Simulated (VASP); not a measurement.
# ZnS (F-43m) in VASP: a series of runs

ZnS is run at these levels: PBE; tasks: single point, relaxation of cell and atoms.

Everything below comes from runs of VASP 6.6.1. Logs are shortened: lines on timing, memory, paths and dates and some standing lists are left out, and cuts for length are marked.

## 1. The cell of the first run

Symmetry: F-43m, No. 216, cubic system. Conventional cell: a = 5.058 Å, b = 5.058 Å, c = 5.058 Å, α = 90.00°, β = 90.00°, γ = 90.00°. Within 2.9 Å of Zn (site symmetry -43m) lie 4 S at 2.19 Å. S (site symmetry -43m) has 4 Zn at 2.19 Å within 2.9 Å.

## 2. Single point, PBE

File INCAR:

```
SYSTEM = ZnS
PREC = Accurate
ENCUT = 520
EDIFF = 1E-7
ISMEAR = 0
SIGMA = 0.01
LREAL = .FALSE.
LASPH = .TRUE.
NELM = 60
ALGO = Normal
ISIF = 2
LWAVE = .FALSE.
LCHARG = .TRUE.
GGA = PE
LELF = .TRUE.
LVHAR = .TRUE.
NBANDS = 16
```

File KPOINTS:

```
Automatic mesh
0
G
  10 10 10
  0 0 0
```

File POSCAR:

```
ZnS
1.0
    0.0000000000      2.5288157982      2.5288157982
    2.5288157982      0.0000000000      2.5288157982
    2.5288157982      2.5288157982      0.0000000000
Zn S
1 1
Direct
    0.0000000000      0.0000000000      0.0000000000
    0.7500000000      0.7500000000      0.7500000000
```

Potentials or basis: VASP PAW PBE potentials, release 64 (Zn, S).

Launch:

```
cat potpaw_PBE.64/Zn/POTCAR potpaw_PBE.64/S/POTCAR > POTCAR
mpirun -np 1 vasp_std > vasp.out
```

OUTCAR:

```text
SYSTEM = ZnS
   PREC = Accurate
   ENCUT = 520
   EDIFF = 1E-7
   ISMEAR = 0
   LREAL = .FALSE.
   LASPH = .TRUE.
   NELM = 60
   ISIF = 2
   GGA = PE

 ion  position               nearest neighbor table
   1  0.000  0.000  0.000-   2 2.19   2 2.19   2 2.19   2 2.19
   2  0.750  0.750  0.750-   1 2.19   1 2.19   1 2.19   1 2.19

  LATTYP: Found a face centered cubic cell.
 ALAT       =     5.0576315964

  Lattice vectors:

 A1 = (   0.0000000000,   2.5288157982,   2.5288157982)
 A2 = (   2.5288157982,   0.0000000000,   2.5288157982)
 A3 = (   2.5288157982,   2.5288157982,   0.0000000000)

Analysis of symmetry for initial positions (statically):
=====================================================================
 Subroutine PRICEL returns:
 Original cell was already a primitive cell.

 Routine SETGRP: Setting up the symmetry group for a
 face centered cubic supercell.

 Subroutine GETGRP returns: Found 24 space group operations
 (whereof 24 operations were pure point group operations)
 out of a pool of 48 trial point group operations.

The static configuration has the point symmetry T_d .

Analysis of symmetry for dynamics (positions and initial velocities):
=====================================================================
 Subroutine PRICEL returns:
 Original cell was already a primitive cell.

 Routine SETGRP: Setting up the symmetry group for a
 face centered cubic supercell.

 Subroutine GETGRP returns: Found 24 space group operations
 (whereof 24 operations were pure point group operations)
 out of a pool of 48 trial point group operations.

The dynamic configuration has the point symmetry T_d .

 Subroutine INISYM returns: Found 24 space group operations
 (whereof 24 operations are pure point group operations),
 and found     1 'primitive' translations

----------------------------------------------------------------------------------------

                                     Primitive cell

  volume of cell :      32.3431

  direct lattice vectors                    reciprocal lattice vectors
     0.000000000  2.528815798  2.528815798    -0.197721005  0.197721005  0.197721005
     2.528815798  0.000000000  2.528815798     0.197721005 -0.197721005  0.197721005
     2.528815798  2.528815798  0.000000000     0.197721005  0.197721005 -0.197721005

  length of vectors
     3.576285599  3.576285599  3.576285599     0.342462826  0.342462826  0.342462826

  position of ions in fractional coordinates (direct lattice)
     0.000000000  0.000000000  0.000000000
     0.750000000  0.750000000  0.750000000

  ion indices of the primitive-cell ions
   primitive index   ion index
                 1           1
                 2           2

----------------------------------------------------------------------------------------

 KPOINTS: Automatic mesh

Automatic generation of k-mesh.
 Grid dimensions read from file:
 generate k-points for:   10   10   10

 Generating k-lattice:

  Cartesian coordinates                     Fractional coordinates (reciprocal lattice)
    -0.019772100  0.019772100  0.019772100     0.100000000  0.000000000  0.000000000
     0.019772100 -0.019772100  0.019772100     0.000000000  0.100000000  0.000000000
     0.019772100  0.019772100 -0.019772100     0.000000000  0.000000000  0.100000000

  Length of vectors
     0.034246283  0.034246283  0.034246283

  Shift w.r.t. Gamma in fractional coordinates (k-lattice)
     0.000000000  0.000000000  0.000000000

 Subroutine IBZKPT returns following result:
 ===========================================

 Found     47 irreducible k-points:

 Following reciprocal coordinates:
            Coordinates               Weight
  0.000000  0.000000  0.000000      1.000000
  0.100000  0.000000  0.000000      8.000000
  0.200000  0.000000  0.000000      8.000000
  0.300000  0.000000  0.000000      8.000000
  0.400000  0.000000  0.000000      8.000000
  0.500000  0.000000  0.000000      4.000000
[... 16 lines left out ...]
  0.300000  0.300000  0.000000      6.000000
  0.400000  0.300000  0.000000     24.000000
 [... further k-points ...]
   k-points           NKPTS =     47   k-points in BZ     NKDIM =     47   number of bands    NBANDS=     16
   number of dos      NEDOS =    301   number of ions     NIONS =      2
   total plane-waves  NPLWV =  21952
   dimension x,y,z NGX =    28 NGY =   28 NGZ =   28
   dimension x,y,z NGXF=    56 NGYF=   56 NGZF=   56
   ions per type =               1   1
   NGX,Y,Z   is equivalent  to a cutoff of  13.02, 13.02, 13.02 a.u.
   NGXF,Y,Z  is equivalent  to a cutoff of  26.03, 26.03, 26.03 a.u.
 SYSTEM =  ZnS
   PREC   = accura    normal or accurate (medium, high low for compatibility)
   ISTART =      0    job   : 0-new  1-cont  2-samecut
   ICHARG =      2    charge: 1-file 2-atom 10-const
   ISPIN  =      1    spin polarized calculation?
   LNONCOLLINEAR =      F non collinear calculations
   LSORBIT =      F    spin-orbit coupling
   LASPH  =      T    aspherical Exc in radial PAW
   ENCUT  =  520.0 eV  38.22 Ry    6.18 a.u.   6.65  6.65  6.65*2*pi/ulx,y,z
   NELM   =     60;   NELMIN=  2; NELMDL= -5     # of ELM steps
   EDIFF  = 0.1E-06   stopping-criterion for ELM
   LREAL  =      F    real-space projection
   EDIFFG = 0.1E-05   stopping-criterion for IOM
   NSW    =      0    number of steps for IOM
   IBRION =     -1    ionic relax: 0-MD 1-quasi-New 2-CG
   NFREE  =      0    steps in history (QN), initial steepest desc. (CG)
   ISIF   =      2    stress and relaxation
   ISYM   =      2    0-nonsym 1-usesym 2-fastsym
   POTIM  = 0.5000    time-step for ionic-motion
   TEBEG  =    0.0;   TEEND  =   0.0 temperature during run
   PSTRESS=    0.0 pullay stress
   NELECT =      18.0000    total number of electrons
   NUPDOWN=      -1.0000    fix difference up-down
   EMIN   =  10.00;   EMAX   =-10.00  energy-range for DOS
   EFERMI =   0.00;   METHOD = LEGACY
   ISMEAR =     0;   SIGMA  =   0.01  broadening in eV -4-tet -1-fermi 0-gaus
   EFERMI_NEDOS =   21; number of points for ismear=-14 and -15
   IALGO  =     38    algorithm
   IMIX   =      4    mixing-type and parameters
     AMIX     =   0.40;   BMIX     =  1.00
     AMIX_MAG =   1.60;   BMIX_MAG =  1.00
  volume/ion in A,a.u.               =      16.17       109.13
  Fermi-wavevector in a.u.,A,eV,Ry     =   1.346600  2.544704 24.671858  1.813330
  Thomas-Fermi vector in A             =   2.474418
   LORBIT       =      0    0 simple, 1 ext, 2 COOP (PROOUT), +10 PAW based schemes
   GGA     = PE    functional components
   LHFCALC =     F    Hartree Fock is set to
   AEXX    =    0.0000 exact exchange contribution
   IVDW    =     0    specifies the selected vdW correction
   LEPSILON=     F    determine dielectric tensor
   LRPA    =     F    only Hartree local field effects (RPA)
 non-spin polarized calculation
 Gauss-broadening in eV      SIGMA  =   0.01
  energy-cutoff  :      520.00
  volume of cell :       32.34
 maximum number of plane-waves:       893
   NGX = 13   NGY = 13   NGZ = 13

 number of electron      18.0000014 magnetization

 Free energy of the ion-electron system (eV)
  ---------------------------------------------------
  ext. energy  EPLUGINS =         0.00000000
  ---------------------------------------------------
  free energy    TOTEN  =        -6.33018162 eV

  energy without entropy =       -6.33018162  energy(sigma->0) =       -6.33018162

 E-fermi :   4.3174     XC(G=0): -10.5987

 val. band max:        4.1992727568   @ k =   0.0000   0.0000   0.0000
 cond. band min:       7.0813115115   @ k =   0.5000   0.5000   0.0000
 fundamental gap:      2.8820387547
 Fermi energy:         4.3173644927

 k-point     1 :       0.0000    0.0000    0.0000
  band No.  band energies     occupation
      1     -10.5448      2.00000
      2      -3.1699      2.00000
      3      -3.1699      2.00000
      4      -3.1699      2.00000
      5      -2.4086      2.00000
      6      -2.4086      2.00000
[... 8 lines left out ...]
     15      16.1458      0.00000
     16      17.1917      0.00000

 k-point     2 :       0.1000    0.0000    0.0000
  band No.  band energies     occupation
      1     -10.4407      2.00000
      2      -3.1831      2.00000
      3      -3.1496      2.00000
      4      -3.1496      2.00000
      5      -2.4111      2.00000
      6      -2.4111      2.00000
[... 8 lines left out ...]
     15      15.6334      0.00000
     16      17.7305      0.00000

 k-point     3 :       0.2000    0.0000    0.0000
  band No.  band energies     occupation
      1     -10.1497      2.00000
      2      -3.2004      2.00000
      3      -3.0996      2.00000
      4      -3.0996      2.00000
      5      -2.4120      2.00000
      6      -2.4120      2.00000
[... 8 lines left out ...]
     15      15.1622      0.00000
     16      17.3225      0.00000

 k-point     4 :       0.3000    0.0000    0.0000
  band No.  band energies     occupation
      1      -9.7438      2.00000
      2      -3.1570      2.00000
      3      -3.0469      2.00000
      4      -3.0469      2.00000
      5      -2.3984      2.00000
      6      -2.3984      2.00000
[... 8 lines left out ...]
     15      15.6482      0.00000
     16      16.7392      0.00000
[... 324 lines left out ...]
 k-point    22 :      -0.2000    0.2000    0.0000
  band No.  band energies     occupation
      1      -9.6067      2.00000
      2      -3.1430      2.00000
      3      -3.0232      2.00000
      4      -3.0065      2.00000
      5      -2.4483      2.00000
      6      -2.3490      2.00000
[... 8 lines left out ...]
     15      17.8666      0.00000
     16      19.6640      0.00000

 k-point    23 :       0.3000    0.3000    0.0000
  band No.  band energies     occupation
      1      -9.4729      2.00000
      2      -3.3719      2.00000
      3      -2.8762      2.00000
      4      -2.8762      2.00000
      5      -2.4799      2.00000
      6      -2.3258      2.00000
[... 8 lines left out ...]
     15      17.2492      0.00000
     16      22.2953      0.00000

 k-point    24 :       0.4000    0.3000    0.0000
  band No.  band energies     occupation
      1      -9.1733      2.00000
      2      -3.3586      2.00000
      3      -2.8068      2.00000
      4      -2.8027      2.00000
      5      -2.4082      2.00000
      6      -2.3131      2.00000
[... 8 lines left out ...]
     15      17.9116      0.00000
     16      21.4351      0.00000

 [... further k-points ...]

------------------------ aborting loop because EDIFF is reached ----------------------------------------

  FORCE on cell =-STRESS in cart. coord.  units (eV):
  Direction    XX          YY          ZZ          XY          YZ          ZX
  --------------------------------------------------------------------------------------
  -------------------------------------------------------------------------------------
  Total        5.1076327      5.1076327      5.1076327      0.0000000     -0.0000000      0.0000000
  in kB      253.0163919    253.0163919    253.0163919      0.0000000     -0.0000000      0.0000000
  external PRESSURE =     253.0163919 kB  Pullay stress =       0.0000000 kB

 VOLUME and BASIS-vectors are now :
 -----------------------------------------------------------------------------
  energy-cutoff  :      520.00
  volume of cell :       32.34
      direct lattice vectors                 reciprocal lattice vectors
     0.000000000  2.528815798  2.528815798    -0.197721005  0.197721005  0.197721005
     2.528815798  0.000000000  2.528815798     0.197721005 -0.197721005  0.197721005
     2.528815798  2.528815798  0.000000000     0.197721005  0.197721005 -0.197721005

 POSITION                                       TOTAL-FORCE (eV/Angst)
 -----------------------------------------------------------------------------------
      0.00000      0.00000      0.00000         0.000000      0.000000      0.000000
      3.79322      3.79322      3.79322        -0.000000     -0.000000     -0.000000
 -----------------------------------------------------------------------------------
    total drift:                               -0.000003     -0.000003     -0.000004

  FREE ENERGIE OF THE ION-ELECTRON SYSTEM (eV)
  ---------------------------------------------------
  free  energy   TOTEN  =        -6.3301816157 eV

  energy  without entropy=       -6.3301816157  energy(sigma->0) =       -6.33018162
```

Wall time 46 s (1 thread of AMD EPYC 7R13, shared host); peak memory 0.14 GiB.

Results:

```
Free energy            : -6.3302 eV
Pressure               : 25.3 GPa
Band gap on the k mesh : 2.88 eV (least direct gap 3.03 eV)
```

Caveat: the cell stands under pressure. A k mesh can miss the band edges.

## 3. Relaxation of cell and atoms, PBE, target pressure 25 GPa, at which the enthalpy is minimised

This run uses another cell than the first one, of 20.16 Å³/atom.

File INCAR:

```
PREC     = Accurate       # precision mode
ENCUT    = 600            # plane-wave cutoff, eV
EDIFF    = 1E-6           # SCF threshold, eV
ISMEAR   = 0              # smearing method
SIGMA    = 0.01           # smearing width, eV
LREAL    = F              # projectors in reciprocal space
LASPH    = T              # aspherical terms in the spheres
NELM     = 80             # most SCF steps
ALGO     = Normal         # electronic algorithm
ISIF     = 3              # what is computed and relaxed
LWAVE    = F              # write WAVECAR
LCHARG   = F              # write CHGCAR
GGA      = PE             # functional
IBRION   = 2              # ionic algorithm
NSW      = 80             # ionic steps
EDIFFG   = -0.001         # ionic threshold
PSTRESS  = 250.0
```

File KPOINTS:

```
regular mesh
0
Gamma
  10 10 10
```

File POSCAR:

```
ZnS
1.0
    0.0000000000      2.7216977293      2.7216977293
    2.7216977293      0.0000000000      2.7216977293
    2.7216977293      2.7216977293      0.0000000000
Zn S
1 1
Direct
    0.0000000000      0.0000000000      0.0000000000
    0.7500000000      0.7500000000      0.7500000000
```

Potentials or basis: VASP PAW PBE potentials, release 64 (Zn, S).

Launch:

```
cat potpaw_PBE.64/Zn/POTCAR potpaw_PBE.64/S/POTCAR > POTCAR
mpirun -np 1 vasp_std > vasp.out
```

Run time: 3.9 min. Hardware: 1 thread of AMD EPYC 7R13, shared host; peak memory 0.18 GiB.

The run converged. Its results:

```
Free energy                                                : -6.3407 eV
Relaxed volume                                             : 16.20 Å³/atom
Relaxed cell                                               : a = 3.578 Å, b = 3.578 Å, c = 3.578 Å, α = 60.00°, β = 60.00°, γ = 60.00°
Space group after relaxing (to 0.1 Å)                      : F-43m (No. 216)
Energy change on relaxing (the run minimises the enthalpy) : +255.9 meV/atom
Ionic steps                                                : 7
Pressure after relaxing                                    : 25.0 GPa
Band gap on the k mesh                                     : 2.89 eV (least direct gap 3.02 eV)
```

The path:
```
step  energy change (eV)  largest force (eV/Å)  pressure (GPa)  volume (Å³)
   1              0.0000                0.0000            0.15        40.32
   2              3.1942                0.0000          101.52        24.69
   3              0.4425                0.0000           22.50        32.87
   4              0.4974                0.0000           24.55        32.49
   5              0.5200                0.0000           25.30        32.35
   6              0.5005                0.0000           24.64        32.47
   7              0.5119                0.0000           24.99        32.40
```

Final structure:
```
Zn S
1.0
     0.00000    2.53033    2.53033
     2.53033    0.00000    2.53033
     2.53033    2.53033    0.00000
Zn S
1 1
Direct
  0.00000 0.00000 0.00000
  0.75000 0.75000 0.75000
```

Levels at points of the mesh, in eV from the valence-band top:
```
           k point  band 6  band 7  band 8  band 9  band 10  band 11  band 12  band 13
(0.00, 0.00, 0.00)   -6.60    0.00    0.00    0.00     3.02     6.16     6.16     6.16
(0.50, 0.00, 0.00)   -6.55   -6.27   -1.19   -1.19     3.65     6.72     6.72     9.50
(0.50, 0.50, 0.00)   -6.31   -5.40   -3.03   -3.03     2.89     3.90    12.56    13.31
```

Caveat: the cell is relaxed towards a set pressure, so the run minimises the enthalpy, not the energy; the volume moved by over 15 % at a fixed basis, so the end points are rough. A k mesh can miss the band edges.

[end of part 1 of 2]
